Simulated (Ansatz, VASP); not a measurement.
# Two plane-wave programs on Cd3Te2Se

```
CELL_PARAMETERS angstrom
-2.29185 2.29185 9.69496
2.29185 -2.29185 9.69496
2.29185 2.29185 -9.69496
ATOMIC_POSITIONS crystal
Cd 0.82558 0.82558 0.00000
Cd 0.50000 0.50000 0.00000
Cd 0.17442 0.17442 0.00000
Te 0.41267 0.91266 0.50000
Te 0.08733 0.58734 0.50000
Se 0.75000 0.25000 0.50000
```

Alike in both runs: task single point; functional PBE; k mesh 6 × 6 × 6; occupations gaussian, width 0.1 eV; no spin polarisation.

|  | VASP | Ansatz |
| --- | --- | --- |
| version | VASP 6.6.1 | Ansatz 0.2.0 |
| potentials or method | VASP PAW PBE potentials, release 64 (Cd, Te, Se), cutoff 520 eV | scalar-relativistic, plane waves, PAW |
| valence electrons in the cell | 54 | 108 |

|  | VASP | Ansatz | Ansatz less VASP |
| --- | --- | --- | --- |
| gap on the k mesh at the Fermi level (eV) | 0.45 | 0.45 | +0.003 |
| least direct gap on the mesh (eV) | 0.45 | 0.45 | +0.003 |
| pressure (GPa) | 0.2 | 0.0 | -0.14 |
| rms of the force components (eV/Å) | 0.003 | 0.001 | -0.0020 |

Atom by atom the forces differ by 0.003 eV/Å (rms over components). With one functional, cell and mesh, what is left measures potentials, basis and numerics. VASP's potentials hold 54 valence electrons a cell and Ansatz's 108, so a difference there can come from the potentials and not from the codes.

Neither program's run includes spin-orbit coupling.
